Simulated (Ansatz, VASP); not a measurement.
## Two plane-wave programs on In

```xyz
1
Lattice="-1.8387 1.8387 1.8387 1.8387 -1.8387 1.8387 1.8387 1.8387 -1.8387" Properties=species:S:1:pos:R:3 pbc="T T T"
In    0.0000    0.0000    0.0000
```

Alike in both runs: task single point; functional LDA; k mesh 12 × 12 × 12; occupations fermi-dirac, width 0.1 eV; non-collinear spin, spin-orbit coupling.

|  | VASP | Ansatz |
| --- | --- | --- |
| version | VASP 6.6.1 | Ansatz 0.2.0 |
| potentials or method | VASP PAW LDA potentials, release 64 (In_d), cutoff 520 eV | plane waves (420 eV) with PAW, fully relativistic with spin-orbit coupling |
| valence electrons in the cell | 13 | 13 |

```csv
,VASP,Ansatz,Ansatz less VASP
net moment per atom (μB),0.00,0.00,0.000
```

Ansatz warns that its potentials were made for another functional, while VASP's fit it. LDA's correlation is that of Perdew and Zunger in VASP and of Perdew and Wang (1992) in Ansatz.
